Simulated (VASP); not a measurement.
Write the native input for VASP 6.6.1 that does the following.

```
Task                   : single point
Functional             : r2SCAN
Potentials or basis    : VASP PAW PBE potentials, release 64 (Y_sv)
Cutoff                 : 550 eV
k mesh                 : 8 × 8 × 8
Occupations            : methfessel-paxton, width 0.05 eV
Spin                   : no spin polarisation
Dipole correction      : no
Further INCAR settings : ALGO = Normal; EDIFF = 1e-06; NBANDS = 12
```

Y:

```
Y
1.0
     0.00000    2.54210    2.54210
     2.54210    0.00000    2.54210
     2.54210    2.54210    0.00000
Y
1
Direct
  0.00000 0.00000 0.00000
```

This isn't the form of Y at room conditions, which is hcp.

These files were run (other wordings do the same):

POSCAR

```
Y
1.0
    0.0000000000      2.5420970267      2.5420970267
    2.5420970267      0.0000000000      2.5420970267
    2.5420970267      2.5420970267      0.0000000000
Y
1
Direct
    0.0000000000      0.0000000000      0.0000000000
```

INCAR.step1

```
SYSTEM = Y
PREC     = Accurate       ! precision mode
ENCUT    = 550            ! plane-wave cutoff, eV
ISMEAR   = 1              ! smearing method
SIGMA    = 0.05           ! smearing width, eV
LREAL    = .FALSE.        ! projectors in reciprocal space
LASPH    = .TRUE.         ! aspherical terms in the spheres
NELM     = 120            ! most SCF steps
NBANDS   = 12             ! bands
GGA      = PE             ! functional
ALGO     = Normal         ! electronic algorithm
EDIFF    = 1E-5           ! SCF threshold, eV
LWAVE    = .TRUE.         ! write WAVECAR
LCHARG   = .FALSE.        ! write CHGCAR
GGA_COMPAT= .FALSE.
```

INCAR.step2

```
SYSTEM = Y
PREC     = Accurate       ! precision mode
ENCUT    = 550            ! plane-wave cutoff, eV
EDIFF    = 1E-6           ! SCF threshold, eV
ISMEAR   = 1              ! smearing method
SIGMA    = 0.05           ! smearing width, eV
LREAL    = .FALSE.        ! projectors in reciprocal space
LASPH    = .TRUE.         ! aspherical terms in the spheres
NELM     = 120            ! most SCF steps
ALGO     = Normal         ! electronic algorithm
ISIF     = 2              ! what is computed and relaxed
LWAVE    = .FALSE.        ! write WAVECAR
LCHARG   = .TRUE.         ! write CHGCAR
METAGGA  = R2SCAN         ! meta-GGA
LMIXTAU  = .TRUE.       
LELF     = .TRUE.         ! ELF
LVHAR    = .TRUE.       
NBANDS   = 12             ! bands
ISTART   = 1            
GGA_COMPAT= .FALSE.
```

KPOINTS

```
Automatic mesh
0
G
  8 8 8
  0 0 0
```

Potentials or basis: VASP PAW PBE potentials, release 64 (Y_sv).

Launch:

```sh
$ cat potpaw_PBE.64/Y_sv/POTCAR > POTCAR
$ cp INCAR.step1 INCAR
$ mpirun -np 1 vasp_std > vasp.out
$ cp INCAR.step2 INCAR
$ mpirun -np 1 vasp_std > vasp.out
```

It gave:

```json
{
 "Pressure": "0.1 GPa",
 "Band gap on the k mesh": "zero (an odd number of electrons rules out a gap without spin polarisation)"
}
```

Caveat: the PAW data sets were made with another functional, which shifts forces and pressure a little.

Wall time 50 s on 1 thread of Intel(R) Xeon(R) Platinum 8259CL CPU @ 2.50GHz (Skylake/Cascade Lake) (shared host), peak memory 0.18 GiB.
